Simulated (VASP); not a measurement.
Input of a VASP 6.6.1 run:

File INCAR:

```
PREC = Accurate ; ENCUT = 520
EDIFF = 1E-7 ; ISMEAR = 0
SIGMA = 0.05 ; LREAL = F
LASPH = T ; NELM = 60
ALGO = Normal ; ISIF = 2
LWAVE = F ; LCHARG = F
NBANDS = 14
```

KPOINTS

```
regular mesh
0
Gamma
  8 8 8
```

Contents of POSCAR:

```
NaI
1.0
    0.0000000000      3.2364000000      3.2364000000
    3.2364000000      0.0000000000      3.2364000000
    3.2364000000      3.2364000000      0.0000000000
Na I
1 1
Direct
    0.0000000000      0.0000000000      0.0000000000
    0.5000000000      0.5000000000      0.5000000000
```

Potentials or basis: VASP PAW LDA potentials, release 64 (Na_pv, I).

The run is started by

```sh
$ cat potpaw_LDA.64/Na_pv/POTCAR potpaw_LDA.64/I/POTCAR > POTCAR
$ mpirun -np 1 vasp_std > vasp.out
```

Question: What does it give for the pressure?

Answer: -1.6 GPa.

Question: What does it give for the band gap on the k mesh?

Answer: 3.35 eV.

Caveat: spin-orbit coupling is left out, which moves the levels of the heavy elements. Expect the measured gap to be larger: semilocal functionals such as LDA lack the derivative discontinuity.
